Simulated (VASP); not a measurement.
# CuO (Fm-3m) in VASP: single point with PBE

Aim: the single point of CuO with PBE.

All numbers are computed with VASP 6.6.1; they aren't measurements. Logs are shortened: lines on timing, memory, paths and dates and some standing lists are left out, and cuts for length are marked.

### 1 The cell of the first run

It takes space group Fm-3m (No. 225, cubic). The conventional cell has a = 4.215 Å, b = 4.215 Å, c = 4.215 Å, α = 90.00°, β = 90.00°, γ = 90.00°. Cu (site symmetry m-3m) has 6 O at 2.11 Å within 2.8 Å. Within 2.8 Å of O (site symmetry m-3m) lie 6 Cu at 2.11 Å.

### 2 Single point, PBE, collinear spin, ferromagnetic start

INCAR reads:

```
PREC = Accurate
ENCUT = 600
EDIFF = 1E-6
ISMEAR = 0
SIGMA = 0.0964
LREAL = False
LASPH = True
NELM = 200
ALGO = Normal
ISIF = 2
LWAVE = False
LCHARG = False
ISPIN = 2
MAGMOM = -1.32 0
LORBIT = 11
LMAXMIX = 4
GGA = PE
NBANDS = 20
GGA_COMPAT = False
```

KPOINTS reads:

```
Automatic mesh
0
Gamma
  10 10 10
```

POSCAR reads:

```
CuO
1.0
    0.0000000000      2.1075380600      2.1075380600
    2.1075380600      0.0000000000      2.1075380600
    2.1075380600      2.1075380600      0.0000000000
Cu O
1 1
Direct
    0.0000000000      0.0000000000      0.0000000000
    0.5000000000      0.5000000000      0.5000000000
```

Potentials or basis: VASP PAW PBE potentials, release 64 (Cu, O).

The run is started by

```console
> cat potpaw_PBE.64/Cu/POTCAR potpaw_PBE.64/O/POTCAR > POTCAR
> mpirun -np 1 vasp_std > vasp.out
```

OUTCAR:

```text
PREC = Accurate
   ENCUT = 600
   EDIFF = 1E-6
   ISMEAR = 0
   LREAL = False
   LASPH = True
   NELM = 200
   ISIF = 2
   ISPIN = 2
   LORBIT = 11
   GGA = PE

 ion  position               nearest neighbor table
   1  0.000  0.000  0.000-   2 2.11   2 2.11   2 2.11   2 2.11   2 2.11   2 2.11
   2  0.500  0.500  0.500-   1 2.11   1 2.11   1 2.11   1 2.11   1 2.11   1 2.11

  LATTYP: Found a face centered cubic cell.
 ALAT       =     4.2150761200

  Lattice vectors:

 A1 = (   0.0000000000,   2.1075380600,   2.1075380600)
 A2 = (   2.1075380600,   0.0000000000,   2.1075380600)
 A3 = (   2.1075380600,   2.1075380600,   0.0000000000)

Analysis of symmetry for initial positions (statically):
=====================================================================
 Subroutine PRICEL returns:
 Original cell was already a primitive cell.

 Routine SETGRP: Setting up the symmetry group for a
 face centered cubic supercell.

 Subroutine GETGRP returns: Found 48 space group operations
 (whereof 48 operations were pure point group operations)
 out of a pool of 48 trial point group operations.

The static configuration has the point symmetry O_h .

Analysis of symmetry for dynamics (positions and initial velocities):
=====================================================================
 Subroutine PRICEL returns:
 Original cell was already a primitive cell.

 Routine SETGRP: Setting up the symmetry group for a
 face centered cubic supercell.

 Subroutine GETGRP returns: Found 48 space group operations
 (whereof 48 operations were pure point group operations)
 out of a pool of 48 trial point group operations.

The dynamic configuration has the point symmetry O_h .

Analysis of structural, dynamic, and magnetic symmetry:
=====================================================================
 Subroutine PRICEL returns:
 Original cell was already a primitive cell.

 Routine SETGRP: Setting up the symmetry group for a
 face centered cubic supercell.

 Subroutine GETGRP returns: Found 48 space group operations
 (whereof 48 operations were pure point group operations)
 out of a pool of 48 trial point group operations.

The overall configuration has the point symmetry O_h .

 Subroutine INISYM returns: Found 48 space group operations
 (whereof 48 operations are pure point group operations),
 and found     1 'primitive' translations

----------------------------------------------------------------------------------------

                                     Primitive cell

  volume of cell :      18.7222

  direct lattice vectors                    reciprocal lattice vectors
     0.000000000  2.107538060  2.107538060    -0.237243640  0.237243640  0.237243640
     2.107538060  0.000000000  2.107538060     0.237243640 -0.237243640  0.237243640
     2.107538060  2.107538060  0.000000000     0.237243640  0.237243640 -0.237243640

  length of vectors
     2.980508908  2.980508908  2.980508908     0.410918038  0.410918038  0.410918038

  position of ions in fractional coordinates (direct lattice)
     0.000000000  0.000000000  0.000000000
     0.500000000  0.500000000  0.500000000

  ion indices of the primitive-cell ions
   primitive index   ion index
                 1           1
                 2           2

----------------------------------------------------------------------------------------

 KPOINTS: Automatic mesh

Automatic generation of k-mesh.
 Grid dimensions read from file:
 generate k-points for:   10   10   10

 Generating k-lattice:

  Cartesian coordinates                     Fractional coordinates (reciprocal lattice)
    -0.023724364  0.023724364  0.023724364     0.100000000  0.000000000  0.000000000
     0.023724364 -0.023724364  0.023724364     0.000000000  0.100000000  0.000000000
     0.023724364  0.023724364 -0.023724364     0.000000000  0.000000000  0.100000000

  Length of vectors
     0.041091804  0.041091804  0.041091804

  Shift w.r.t. Gamma in fractional coordinates (k-lattice)
     0.000000000  0.000000000  0.000000000

 Subroutine IBZKPT returns following result:
 ===========================================

 Found     47 irreducible k-points:

 Following reciprocal coordinates:
            Coordinates               Weight
  0.000000  0.000000  0.000000      1.000000
  0.100000  0.000000  0.000000      8.000000
  0.200000  0.000000  0.000000      8.000000
  0.300000  0.000000  0.000000      8.000000
  0.400000  0.000000  0.000000      8.000000
  0.500000  0.000000  0.000000      4.000000
[... 16 lines left out ...]
  0.300000  0.300000  0.000000      6.000000
  0.400000  0.300000  0.000000     24.000000
 [... further k-points ...]
   k-points           NKPTS =     47   k-points in BZ     NKDIM =     47   number of bands    NBANDS=     20
   number of dos      NEDOS =    301   number of ions     NIONS =      2
   total plane-waves  NPLWV =  13824
   dimension x,y,z NGX =    24 NGY =   24 NGZ =   24
   dimension x,y,z NGXF=    48 NGYF=   48 NGZF=   48
   ions per type =               1   1
   NGX,Y,Z   is equivalent  to a cutoff of  13.39, 13.39, 13.39 a.u.
   NGXF,Y,Z  is equivalent  to a cutoff of  26.77, 26.77, 26.77 a.u.
 SYSTEM =  unknown system
   PREC   = accura    normal or accurate (medium, high low for compatibility)
   ISTART =      0    job   : 0-new  1-cont  2-samecut
   ICHARG =      2    charge: 1-file 2-atom 10-const
   ISPIN  =      2    spin polarized calculation?
   LNONCOLLINEAR =      F non collinear calculations
   LSORBIT =      F    spin-orbit coupling
   LASPH  =      T    aspherical Exc in radial PAW
   ENCUT  =  600.0 eV  44.10 Ry    6.64 a.u.   5.95  5.95  5.95*2*pi/ulx,y,z
   NELM   =    200;   NELMIN=  2; NELMDL= -5     # of ELM steps
   EDIFF  = 0.1E-05   stopping-criterion for ELM
   LREAL  =      F    real-space projection
   EDIFFG = 0.1E-04   stopping-criterion for IOM
   NSW    =      0    number of steps for IOM
   IBRION =     -1    ionic relax: 0-MD 1-quasi-New 2-CG
   NFREE  =      0    steps in history (QN), initial steepest desc. (CG)
   ISIF   =      2    stress and relaxation
   ISYM   =      2    0-nonsym 1-usesym 2-fastsym
   POTIM  = 0.5000    time-step for ionic-motion
   TEBEG  =    0.0;   TEEND  =   0.0 temperature during run
   PSTRESS=    0.0 pullay stress
   NELECT =      17.0000    total number of electrons
   NUPDOWN=      -1.0000    fix difference up-down
   EMIN   =  10.00;   EMAX   =-10.00  energy-range for DOS
   EFERMI =   0.00;   METHOD = LEGACY
   ISMEAR =     0;   SIGMA  =   0.10  broadening in eV -4-tet -1-fermi 0-gaus
   EFERMI_NEDOS =   21; number of points for ismear=-14 and -15
   IALGO  =     38    algorithm
   IMIX   =      4    mixing-type and parameters
     AMIX     =   0.40;   BMIX     =  1.00
     AMIX_MAG =   1.60;   BMIX_MAG =  1.00
  volume/ion in A,a.u.               =       9.36        63.17
  Fermi-wavevector in a.u.,A,eV,Ry     =   1.585279  2.995743 34.192932  2.513110
  Thomas-Fermi vector in A             =   2.684768
   LORBIT       =     11    0 simple, 1 ext, 2 COOP (PROOUT), +10 PAW based schemes
   GGA     = PE    functional components
   LHFCALC =     F    Hartree Fock is set to
   AEXX    =    0.0000 exact exchange contribution
   IVDW    =     0    specifies the selected vdW correction
   LEPSILON=     F    determine dielectric tensor
   LRPA    =     F    only Hartree local field effects (RPA)
 spin polarized calculation
 Gauss-broadening in eV      SIGMA  =   0.10
  energy-cutoff  :      600.00
  volume of cell :       18.72
 maximum number of plane-waves:       636
   NGX = 11   NGY = 11   NGZ = 11

 number of electron      16.9999999 magnetization      -0.0013442

 number of electron      16.9999999 magnetization       0.0004090

 Free energy of the ion-electron system (eV)
  ---------------------------------------------------
  ext. energy  EPLUGINS =         0.00000000
  ---------------------------------------------------
  free energy    TOTEN  =        -9.53860068 eV

  energy without entropy =       -9.53450453  energy(sigma->0) =       -9.53655261

 E-fermi :   6.3823     XC(G=0): -12.4988

 val. band max:        6.3422493186   @ k =   0.3000   0.1000   0.0000
 cond. band min:       6.4444138277   @ k =   0.4000   0.1000   0.0000
 fundamental gap:      0.1021645091
 Fermi energy:         6.3822614269

 spin component 1

 k-point     1 :       0.0000    0.0000    0.0000
  band No.  band energies     occupation
      1     -13.2951      1.00000
      2       3.8952      1.00000
      3       3.8952      1.00000
      4       3.8952      1.00000
      5       3.9680      1.00000
      6       3.9680      1.00000
[... 12 lines left out ...]
     19      32.0556      0.00000
     20      41.2515      0.00000

 k-point     2 :       0.1000    0.0000    0.0000
  band No.  band energies     occupation
      1     -13.1868      1.00000
      2       2.9388      1.00000
      3       3.1839      1.00000
      4       3.1839      1.00000
      5       3.9806      1.00000
      6       3.9806      1.00000
[... 12 lines left out ...]
     19      33.4603      0.00000
     20      40.4651      0.00000

 k-point     3 :       0.2000    0.0000    0.0000
  band No.  band energies     occupation
      1     -12.8887      1.00000
      2       1.4936      1.00000
      3       2.4387      1.00000
      4       2.4387      1.00000
      5       4.1273      1.00000
      6       4.1273      1.00000
[... 12 lines left out ...]
     19      35.8959      0.00000
     20      38.9877      0.00000

 k-point     4 :       0.3000    0.0000    0.0000
  band No.  band energies     occupation
      1     -12.4852      1.00000
      2       0.1238      1.00000
      3       1.8608      1.00000
      4       1.8608      1.00000
      5       4.3146      1.00000
      6       4.3146      1.00000
[... 429 lines left out ...]
 k-point    23 :       0.3000    0.3000    0.0000
  band No.  band energies     occupation
      1     -12.3315      1.00000
      2       0.1842      1.00000
      3       2.7074      1.00000
      4       2.7074      1.00000
      5       3.4196      1.00000
      6       4.3592      1.00000
[... 12 lines left out ...]
     19      36.9562      0.00000
     20      40.1472      0.00000

 k-point    24 :       0.4000    0.3000    0.0000
  band No.  band energies     occupation
      1     -12.1047      1.00000
      2       0.0089      1.00000
      3       2.1651      1.00000
      4       2.4386      1.00000
      5       3.6057      1.00000
      6       4.5421      1.00000
[... 12 lines left out ...]
     19      38.4812      0.00000
     20      40.7515      0.00000

 [... further k-points ...]

 spin component 2

 k-point     1 :       0.0000    0.0000    0.0000
  band No.  band energies     occupation
      1     -13.2949      1.00000
      2       3.8954      1.00000
      3       3.8954      1.00000
      4       3.8954      1.00000
      5       3.9683      1.00000
      6       3.9683      1.00000
[... 12 lines left out ...]
     19      32.0557      0.00000
     20      41.2516      0.00000

 k-point     2 :       0.1000    0.0000    0.0000
  band No.  band energies     occupation
      1     -13.1866      1.00000
      2       2.9391      1.00000
      3       3.1842      1.00000
      4       3.1842      1.00000
      5       3.9809      1.00000
      6       3.9809      1.00000
[... 12 lines left out ...]
     19      33.4604      0.00000
     20      40.4652      0.00000

 k-point     3 :       0.2000    0.0000    0.0000
  band No.  band energies     occupation
      1     -12.8885      1.00000
      2       1.4937      1.00000
      3       2.4390      1.00000
      4       2.4390      1.00000
      5       4.1276      1.00000
      6       4.1276      1.00000
[... 12 lines left out ...]
     19      35.8960      0.00000
     20      38.9878      0.00000

 k-point     4 :       0.3000    0.0000    0.0000
  band No.  band energies     occupation
      1     -12.4850      1.00000
      2       0.1240      1.00000
      3       1.8611      1.00000
      4       1.8611      1.00000
      5       4.3149      1.00000
      6       4.3149      1.00000
[... 429 lines left out ...]
 k-point    23 :       0.3000    0.3000    0.0000
  band No.  band energies     occupation
      1     -12.3313      1.00000
      2       0.1844      1.00000
      3       2.7077      1.00000
      4       2.7077      1.00000
      5       3.4198      1.00000
      6       4.3596      1.00000
[... 12 lines left out ...]
     19      36.9562      0.00000
     20      40.1473      0.00000

 k-point    24 :       0.4000    0.3000    0.0000
  band No.  band energies     occupation
      1     -12.1044      1.00000
      2       0.0091      1.00000
      3       2.1653      1.00000
      4       2.4388      1.00000
      5       3.6059      1.00000
      6       4.5424      1.00000
[... 12 lines left out ...]
     19      38.4812      0.00000
     20      40.7516      0.00000

 [... further k-points ...]

------------------------ aborting loop because EDIFF is reached ----------------------------------------

  FORCE on cell =-STRESS in cart. coord.  units (eV):
  Direction    XX          YY          ZZ          XY          YZ          ZX
  --------------------------------------------------------------------------------------
  -------------------------------------------------------------------------------------
  Total        0.4652175      0.4652175      0.4652175      0.0000000      0.0000000     -0.0000000
  in kB       39.8116663     39.8116663     39.8116663      0.0000000      0.0000000     -0.0000000
  external PRESSURE =      39.8116663 kB  Pullay stress =       0.0000000 kB

 VOLUME and BASIS-vectors are now :
 -----------------------------------------------------------------------------
  energy-cutoff  :      600.00
  volume of cell :       18.72
      direct lattice vectors                 reciprocal lattice vectors
     0.000000000  2.107538060  2.107538060    -0.237243640  0.237243640  0.237243640
     2.107538060  0.000000000  2.107538060     0.237243640 -0.237243640  0.237243640
     2.107538060  2.107538060  0.000000000     0.237243640  0.237243640 -0.237243640

 POSITION                                       TOTAL-FORCE (eV/Angst)
 -----------------------------------------------------------------------------------
      0.00000      0.00000      0.00000         0.000000      0.000000      0.000000
      2.10754      2.10754      2.10754        -0.000000     -0.000000     -0.000000
 -----------------------------------------------------------------------------------
    total drift:                                0.000000     -0.000000     -0.000000

  FREE ENERGIE OF THE ION-ELECTRON SYSTEM (eV)
  ---------------------------------------------------
  free  energy   TOTEN  =        -9.5386006840 eV

  energy  without entropy=       -9.5345045342  energy(sigma->0) =       -9.53655261

 total charge

# of ion       s       p       d       tot
------------------------------------------
    1        0.314   0.332   9.156   9.802
    2        1.576   3.357   0.000   4.932
--------------------------------------------------
tot          1.889   3.688   9.156  14.734

 magnetization (x)

# of ion       s       p       d       tot
------------------------------------------
    1       -0.000  -0.000   0.000   0.000
    2        0.000   0.000   0.000   0.000
--------------------------------------------------
tot         -0.000   0.000   0.000   0.000
```

It took 26 s on 1 thread of Intel Xeon Platinum 8375C at 2.90GHz (Ice Lake), shared host; peak memory 0.17 GiB.

What came out:

```
Free energy                                           : -9.5386 eV
Pressure                                              : 4.0 GPa
Net moment                                            : 0.00 μB per cell
Valence electrons inside the program's atomic spheres : Cu 9.80; O 4.93
```

Caveat: semilocal functionals often make such compounds metallic where correlation or magnetic order opens a gap, which also shifts bond lengths. With open d or f shells a metallic result of PBE can be an artefact of self-interaction; +U or a hybrid may open a gap.
